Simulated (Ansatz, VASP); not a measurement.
**Two plane-wave programs on Ga**

Contents of INCAR:

```
PREC     = Accurate       # precision mode
ENCUT    = 520            # plane-wave cutoff, eV
EDIFF    = 1E-6           # SCF threshold, eV
ISMEAR   = 0              # smearing method
SIGMA    = 0.15           # smearing width, eV
LREAL    = False          # projectors in reciprocal space
LASPH    = True           # aspherical terms in the spheres
NELM     = 80             # most SCF steps
ALGO     = Fast           # electronic algorithm
ISIF     = 2              # what is computed and relaxed
LWAVE    = False          # write WAVECAR
LCHARG   = False          # write CHGCAR
GGA      = PS             # functional
NBANDS   = 20             # bands
```

File KPOINTS:

```
regular mesh
0
Gamma
  18 18 16
```

The input POSCAR:

```
Ga
1.0
    1.3775000000     -3.8617500000      0.0000000000
    1.3775000000      3.8617500000      0.0000000000
    0.0000000000      0.0000000000      3.0115000000
Ga
2
Direct
    0.8670000000      0.1330000000      0.2500000000
    0.1330000000      0.8670000000      0.7500000000
```

Input for Ansatz:

```yaml
crystal:
  lattice:
    - [1.3775, -3.86175, 0.0]
    - [1.3775, 3.86175, 0.0]
    - [0.0, 0.0, 3.0115]
  atoms:
    - { symbol: Ga, position: [0.867, 0.133, 0.25] }
    - { symbol: Ga, position: [0.133, 0.867, 0.75] }
basis:
  ecutwfc: 420
kpoints:
  mp_grid: { grid: [18, 18, 16] }
hamiltonian:
  xc: pbesol
scf:
  occupations: { method: gaussian, width: 0.15 }
output:
  forces: true
  stress: true
  eigenvalues: true
```

Change from the starting cell: strain -0.050 along x and y, -0.050 along z, atoms carried along.

Alike in both runs: task single point; functional PBEsol; k mesh 18 × 18 × 16; occupations gaussian, width 0.15 eV; no spin polarisation.

```csv
,VASP,Ansatz
version,VASP 6.6.1,Ansatz 0.2.0
potentials or method,"VASP PAW PBE potentials, release 64 (Ga_d), cutoff 520 eV","scalar-relativistic, plane waves, PAW"
valence electrons in the cell,26,26
```

VASP gave:

```
gap on the k mesh at the Fermi level (eV)                     : none
pressure (GPa)                                                : 9.5
traceless stress, the component that is largest in VASP (GPa) : -4.19
rms of the force components (eV/Å)                            : 0.156
```

Problem. Estimate Ansatz's values.

Solution. gap on the k mesh at the Fermi level (eV): none; pressure (GPa): 9.4; traceless stress, the component that is largest in VASP (GPa): -4.20; rms of the force components (eV/Å): 0.156.

VASP's potentials were made for PBE, not for PBEsol. Atom by atom the forces differ by 0.001 eV/Å (rms over components). A gap of «none» marks a metal or a gap that the smearing closes.
